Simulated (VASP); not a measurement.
# Pt in VASP: relaxation of the atoms with PBE

Aim: the relaxation of the atoms of Pt with PBE.

Everything below comes from runs of VASP 6.6.1. Logs are shortened: lines on timing, memory, paths and dates and some standing lists are left out, and cuts for length are marked.

## 1. The cell of the first run

The cell holds a slab with vacuum, 7 atoms: a = 2.772 Å, b = 2.772 Å, c = 29.579 Å, α = 90.00°, β = 90.00°, γ = 60.00°.

## 2. Relaxation of the atoms, PBE

INCAR

```
  PREC = Accurate
  ENCUT = 520
  EDIFF = 1E-6
  ISMEAR = 0
  SIGMA = 0.05
  LREAL = False
  LASPH = True
  NELM = 100
  ALGO = Normal
  ISIF = 2
  LWAVE = False
  LCHARG = False
  LDIPOL = True
  IDIPOL = 3
  DIPOL = 0.5 0.5 0.500
  GGA = PE
  IBRION = 2
  NSW = 100
  EDIFFG = -0.01
  LUSENCCL = False
```

KPOINTS

```
Automatic mesh
0
Gamma
  16 16 1
```

POSCAR

```
Pt
1.0
    2.7718585823      0.0000000000      0.0000000000
    1.3859292911      2.4004999479      0.0000000000
    0.0000000000      0.0000000000     29.5792783313
Pt
7
Direct
    0.0000000000      0.0000000000      0.2704596072
    0.3333333333      0.3333333333      0.3469730715
    0.6666666667      0.6666666667      0.4234865357
    0.0000000000      0.0000000000      0.5000000000
    0.3333333333      0.3333333333      0.5765134643
    0.6666666667      0.6666666667      0.6530269285
    0.0000000000      0.0000000000      0.7295403928
```

Potentials or basis: VASP PAW PBE potentials, release 64 (Pt).

Command:

```console
$ cat potpaw_PBE.64/Pt/POTCAR > POTCAR
$ mpirun -np 1 vasp_std > vasp.out
```

OUTCAR:

```text
PREC = Accurate
   ENCUT = 520
   EDIFF = 1E-6
   ISMEAR = 0
   LREAL = False
   LASPH = True
   NELM = 100
   ISIF = 2
   GGA = PE
   IBRION = 2
   NSW = 100
   EDIFFG = -0.01

 ion  position               nearest neighbor table
   1  0.000  0.000  0.270-   2 2.77   2 2.77   2 2.77
   2  0.333  0.333  0.347-   3 2.77   3 2.77   3 2.77   1 2.77   1 2.77   1 2.77
   3  0.667  0.667  0.423-   2 2.77   2 2.77   2 2.77   4 2.77   4 2.77   4 2.77
   4  0.000  0.000  0.500-   3 2.77   5 2.77   3 2.77   5 2.77   3 2.77   5 2.77
   5  0.333  0.333  0.577-   6 2.77   6 2.77   6 2.77   4 2.77   4 2.77   4 2.77
   6  0.667  0.667  0.653-   5 2.77   5 2.77   5 2.77   7 2.77   7 2.77   7 2.77
   7  0.000  0.000  0.730-   6 2.77   6 2.77   6 2.77

  LATTYP: Found a hexagonal cell.
 ALAT       =     2.7718585822
 C/A-ratio  =    10.6712797403

  Lattice vectors:

 A1 = (  -1.3859292911,  -2.4004999479,   0.0000000000)
 A2 = (   2.7718585823,   0.0000000000,   0.0000000000)
 A3 = (   0.0000000000,   0.0000000000,  29.5792783313)

Analysis of symmetry for initial positions (statically):
=====================================================================
 Subroutine PRICEL returns:
 Original cell was already a primitive cell.

 Routine SETGRP: Setting up the symmetry group for a
 hexagonal supercell.

 Subroutine GETGRP returns: Found 12 space group operations
 (whereof 12 operations were pure point group operations)
 out of a pool of 24 trial point group operations.

The static configuration has the point symmetry D_3d.

Analysis of symmetry for dynamics (positions and initial velocities):
=====================================================================
 Subroutine PRICEL returns:
 Original cell was already a primitive cell.

 Routine SETGRP: Setting up the symmetry group for a
 hexagonal supercell.

 Subroutine GETGRP returns: Found 12 space group operations
 (whereof 12 operations were pure point group operations)
 out of a pool of 24 trial point group operations.

The dynamic configuration has the point symmetry D_3d.

 Subroutine INISYM returns: Found 12 space group operations
 (whereof 12 operations are pure point group operations),
 and found     1 'primitive' translations

----------------------------------------------------------------------------------------

                                     Primitive cell

  volume of cell :     196.8160

  direct lattice vectors                    reciprocal lattice vectors
     2.771858582  0.000000000  0.000000000     0.360768766 -0.208289944  0.000000000
     1.385929291  2.400499948  0.000000000     0.000000000  0.416579888  0.000000000
     0.000000000  0.000000000 29.579278331     0.000000000  0.000000000  0.033807451

  length of vectors
     2.771858582  2.771858582 29.579278331     0.416579888  0.416579888  0.033807451

  position of ions in fractional coordinates (direct lattice)
     0.000000000  0.000000000  0.270459607
     0.333333333  0.333333333  0.346973072
     0.666666667  0.666666667  0.423486536
     0.000000000  0.000000000  0.500000000
     0.333333333  0.333333333  0.576513464
     0.666666667  0.666666667  0.653026928
     0.000000000  0.000000000  0.729540393

  ion indices of the primitive-cell ions
   primitive index   ion index
                 1           1
                 2           2
                 3           3
                 4           4
                 5           5
                 6           6
                 7           7

----------------------------------------------------------------------------------------

 KPOINTS: Automatic mesh

Automatic generation of k-mesh.
 Grid dimensions read from file:
 generate k-points for:   16   16    1

 Generating k-lattice:

  Cartesian coordinates                     Fractional coordinates (reciprocal lattice)
     0.022548048 -0.013018122  0.000000000     0.062500000  0.000000000  0.000000000
     0.000000000  0.026036243  0.000000000     0.000000000  0.062500000  0.000000000
     0.000000000  0.000000000  0.033807451     0.000000000  0.000000000  1.000000000

  Length of vectors
     0.026036243  0.026036243  0.033807451

  Shift w.r.t. Gamma in fractional coordinates (k-lattice)
     0.000000000  0.000000000  0.000000000

 Subroutine IBZKPT returns following result:
 ===========================================

 Found     30 irreducible k-points:

 Following reciprocal coordinates:
            Coordinates               Weight
  0.000000  0.000000  0.000000      1.000000
  0.062500  0.000000  0.000000      6.000000
  0.125000  0.000000  0.000000      6.000000
  0.187500  0.000000  0.000000      6.000000
  0.250000  0.000000  0.000000      6.000000
  0.312500  0.000000  0.000000      6.000000
[... 16 lines left out ...]
  0.375000  0.187500  0.000000      6.000000
  0.437500  0.187500  0.000000     12.000000
 [... further k-points ...]
   k-points           NKPTS =     30   k-points in BZ     NKDIM =     30   number of bands    NBANDS=     42
   number of dos      NEDOS =    301   number of ions     NIONS =      7
   total plane-waves  NPLWV = 129024
   dimension x,y,z NGX =    24 NGY =   24 NGZ =  224
   dimension x,y,z NGXF=    48 NGYF=   48 NGZF=  448
   ions per type =               7
   NGX,Y,Z   is equivalent  to a cutoff of  14.39, 14.39, 12.59 a.u.
   NGXF,Y,Z  is equivalent  to a cutoff of  28.79, 28.79, 25.18 a.u.
 SYSTEM =  unknown system
   PREC   = accura    normal or accurate (medium, high low for compatibility)
   ISTART =      0    job   : 0-new  1-cont  2-samecut
   ICHARG =      2    charge: 1-file 2-atom 10-const
   ISPIN  =      1    spin polarized calculation?
   LNONCOLLINEAR =      F non collinear calculations
   LSORBIT =      F    spin-orbit coupling
   LASPH  =      T    aspherical Exc in radial PAW
   ENCUT  =  520.0 eV  38.22 Ry    6.18 a.u.   5.15  5.15 55.00*2*pi/ulx,y,z
   NELM   =    100;   NELMIN=  2; NELMDL= -5     # of ELM steps
   EDIFF  = 0.1E-05   stopping-criterion for ELM
   LREAL  =      F    real-space projection
   EDIFFG = -.1E-01   stopping-criterion for IOM
   NSW    =    100    number of steps for IOM
   IBRION =      2    ionic relax: 0-MD 1-quasi-New 2-CG
   NFREE  =      1    steps in history (QN), initial steepest desc. (CG)
   ISIF   =      2    stress and relaxation
   ISYM   =      2    0-nonsym 1-usesym 2-fastsym
   POTIM  = 0.5000    time-step for ionic-motion
   TEBEG  =    0.0;   TEEND  =   0.0 temperature during run
   PSTRESS=    0.0 pullay stress
   NELECT =      70.0000    total number of electrons
   NUPDOWN=      -1.0000    fix difference up-down
   EMIN   =  10.00;   EMAX   =-10.00  energy-range for DOS
   EFERMI =   0.00;   METHOD = LEGACY
   ISMEAR =     0;   SIGMA  =   0.05  broadening in eV -4-tet -1-fermi 0-gaus
   EFERMI_NEDOS =   21; number of points for ismear=-14 and -15
   IALGO  =     38    algorithm
   IMIX   =      4    mixing-type and parameters
     AMIX     =   0.40;   BMIX     =  1.00
     AMIX_MAG =   1.60;   BMIX_MAG =  1.00
  volume/ion in A,a.u.               =      28.12       189.74
  Fermi-wavevector in a.u.,A,eV,Ry     =   1.159900  2.191894 18.304858  1.345369
  Thomas-Fermi vector in A             =   2.296488
   LORBIT       =      0    0 simple, 1 ext, 2 COOP (PROOUT), +10 PAW based schemes
   GGA     = PE    functional components
   LHFCALC =     F    Hartree Fock is set to
   AEXX    =    0.0000 exact exchange contribution
   IVDW    =     0    specifies the selected vdW correction
   LEPSILON=     F    determine dielectric tensor
   LRPA    =     F    only Hartree local field effects (RPA)
 conjugate gradient relaxation of ions
 non-spin polarized calculation
 Gauss-broadening in eV      SIGMA  =   0.05
  energy-cutoff  :      520.00
  volume of cell :      196.82
 maximum number of plane-waves:      5331
 NGX is ok and might be reduce to    24
   NGX = 11   NGY = 11   NGZ =109

--------------------------------------- Ionic step        1  -------------------------------------------

 number of electron      70.0000005 magnetization

 Free energy of the ion-electron system (eV)
  ---------------------------------------------------
  ext. energy  EPLUGINS =         0.00000000
  ---------------------------------------------------
  free energy    TOTEN  =       -41.40116978 eV

  energy without entropy =      -41.37820353  energy(sigma->0) =      -41.38968665

------------------------ aborting loop because EDIFF is reached ----------------------------------------

  FORCE on cell =-STRESS in cart. coord.  units (eV):
  Direction    XX          YY          ZZ          XY          YZ          ZX
  --------------------------------------------------------------------------------------
  -------------------------------------------------------------------------------------
  Total        1.9204577      1.9204577      5.2407373     -0.0000000      0.0000000      0.0000000
  in kB       15.6334554     15.6334554     42.6621390     -0.0000000      0.0000000      0.0000000
  external PRESSURE =      24.6430166 kB  Pullay stress =       0.0000000 kB
[... 104 lines left out ...]
  FREE ENERGIE OF THE ION-ELECTRON SYSTEM (eV)
  ---------------------------------------------------
  free  energy   TOTEN  =       -41.4250903667 eV

  energy  without entropy=      -41.4020939984  energy(sigma->0) =      -41.41359218

[... ionic steps 4 to 10 ...]

--------------------------------------- Ionic step       11  -------------------------------------------

 number of electron      70.0000008 magnetization

 dipolmoment           0.000000      0.000000      0.000000 electrons x Angstroem

------------------------ aborting loop because EDIFF is reached ----------------------------------------

  FORCE on cell =-STRESS in cart. coord.  units (eV):
  Direction    XX          YY          ZZ          XY          YZ          ZX
  --------------------------------------------------------------------------------------
  -------------------------------------------------------------------------------------
  Total       -1.5247088     -1.5247088      0.0063025      0.0000000     -0.0000000      0.0000000
  in kB      -12.4118683    -12.4118683      0.0513050      0.0000000     -0.0000000      0.0000000
  external PRESSURE =      -8.2574772 kB  Pullay stress =       0.0000000 kB
[... 67 lines left out ...]
  energy  without entropy=      -41.4490911813  energy(sigma->0) =      -41.46170386

--------------------------------------- Ionic step       13  -------------------------------------------

 number of electron      70.0000009 magnetization

 dipolmoment           0.000000      0.000000     -0.000000 electrons x Angstroem

 Free energy of the ion-electron system (eV)
  ---------------------------------------------------
  ext. energy  EPLUGINS =         0.00000000
  ---------------------------------------------------
  free energy    TOTEN  =       -41.47436908 eV

  energy without entropy =      -41.44910580  energy(sigma->0) =      -41.46173744

 E-fermi :   3.3257     XC(G=0):  -7.9298

 val. band max:        3.3231578006   @ k =   0.5000   0.1875   0.0000
 cond. band min:       3.3263604516   @ k =   0.3125   0.0625   0.0000
 fundamental gap:      0.0032026510
 Fermi energy:         3.3257433672

 k-point     1 :       0.0000    0.0000    0.0000
  band No.  band energies     occupation
      1      -6.4353      2.00000
      2      -5.8845      2.00000
      3      -5.1373      2.00000
      4      -4.4038      2.00000
      5      -3.9350      2.00000
      6      -3.6543      2.00000
[... 1069 lines left out ...]
     41       7.1057      0.00000
     42       8.4434      0.00000

 [... further k-points ...]

------------------------ aborting loop because EDIFF is reached ----------------------------------------

 vacuum level on the upper side and lower side of the slab       (xc-potential included)        -0.009        -0.009

  FORCE on cell =-STRESS in cart. coord.  units (eV):
  Direction    XX          YY          ZZ          XY          YZ          ZX
  --------------------------------------------------------------------------------------
  -------------------------------------------------------------------------------------
  Total       -1.5705463     -1.5705463     -0.0630719      0.0000000     -0.0000000      0.0000000
  in kB      -12.7850074    -12.7850074     -0.5134354      0.0000000     -0.0000000      0.0000000
  external PRESSURE =      -8.6944834 kB  Pullay stress =       0.0000000 kB

 VOLUME and BASIS-vectors are now :
 -----------------------------------------------------------------------------
  energy-cutoff  :      520.00
  volume of cell :      196.82
      direct lattice vectors                 reciprocal lattice vectors
     2.771858582  0.000000000  0.000000000     0.360768766 -0.208289944  0.000000000
     1.385929291  2.400499948  0.000000000     0.000000000  0.416579888  0.000000000
     0.000000000  0.000000000 29.579278331     0.000000000  0.000000000  0.033807451
[... 13 lines left out ...]
  FREE ENERGIE OF THE ION-ELECTRON SYSTEM (eV)
  ---------------------------------------------------
  free  energy   TOTEN  =       -41.4743690795 eV

  energy  without entropy=      -41.4491058044  energy(sigma->0) =      -41.46173744

 reached required accuracy - stopping structural energy minimisation

 vacuum level on the upper side and lower side of the slab         9.018         9.018
```

Run time: 26 min. Hardware: 1 × NVIDIA H100 80GB with 1 thread of AMD EPYC 7R13 (Zen 3), shared host; peak memory 1.4 GiB.

What came out:

- Free energy: -41.4744 eV
- Energy gained by relaxing: 10.5 meV/atom
- Ionic steps: 13
- Largest force after relaxing: 0.004 eV/Å
- Band gap on the k mesh: zero (bands 35 and 36 overlap by 1.58 eV)

Forces in eV/Å, atoms in the order of the input:
```
Pt   0.000  0.000 -0.001
Pt   0.000  0.000  0.002
Pt   0.000  0.000 -0.004
Pt   0.000  0.000  0.000
Pt   0.000  0.000  0.004
Pt   0.000  0.000 -0.002
Pt   0.000  0.000  0.001
```

Step by step:
```
step  energy change (eV)  largest force (eV/Å)  pressure (GPa)
   1              0.0000                0.5164            2.46
   2             -0.0202                0.2747            2.01
   3             -0.0239                0.3276            1.75
   4             -0.0359                0.2203            1.37
   5             -0.0414                0.2778            0.96
   6             -0.0527                0.2037            0.60
   7             -0.0713                0.0559           -0.40
   8             -0.0728                0.0493           -0.73
   9             -0.0728                0.0565           -0.77
  10             -0.0728                0.0667           -0.88
  11             -0.0731                0.0173           -0.83
  12             -0.0731                0.0165           -0.83
  13             -0.0732                0.0043           -0.87
```

Final structure:
```
CELL_PARAMETERS angstrom
2.77186 0.00000 0.00000
1.38593 2.40050 0.00000
0.00000 0.00000 29.57928
ATOMIC_POSITIONS crystal
Pt 0.00000 0.00000 0.26412
Pt 0.33333 0.33333 0.34335
Pt 0.66667 0.66667 0.42170
Pt 0.00000 0.00000 0.50000
Pt 0.33333 0.33333 0.57830
Pt 0.66667 0.66667 0.65665
Pt 0.00000 0.00000 0.73588
```

Caveat: the highest band is partly filled, so the run has too few bands; spin-orbit coupling is left out, which moves the levels of the heavy elements.
